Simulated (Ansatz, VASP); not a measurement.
**V in VASP and in Ansatz**

```xyz
1
Lattice="-1.5130 1.5130 1.5130 1.5130 -1.5130 1.5130 1.5130 1.5130 -1.5130" Properties=species:S:1:pos:R:3 pbc="T T T"
V     0.0000    0.0000    0.0000
```

Alike in both runs: task single point; functional PBE; k mesh 6 × 6 × 6; occupations gaussian, width 0.1 eV; collinear spin.

|  | VASP | Ansatz |
| --- | --- | --- |
| version | VASP 6.6.1 | Ansatz 0.2.0 |
| potentials or method | VASP PAW PBE potentials, release 64 (V_sv), cutoff 520 eV | scalar-relativistic, plane waves, PAW |
| valence electrons in the cell | 13 | 13 |

|  | VASP | Ansatz | Ansatz less VASP |
| --- | --- | --- | --- |
| gap on the k mesh at the Fermi level (eV) | none | none | - |
| pressure (GPa) | -3.4 | -3.6 | -0.21 |
| net moment per atom (μB) | 0.62 | 0.62 | -0.002 |
| size of the moment on the site where the two differ most (μB) | 0.49 | 0.46 | -0.026 |

Site moments also hang on the region over which each program counts them. A gap of «none» marks a metal or a gap that the smearing closes.

The k mesh is coarse, so the values compare programs but aren't converged.
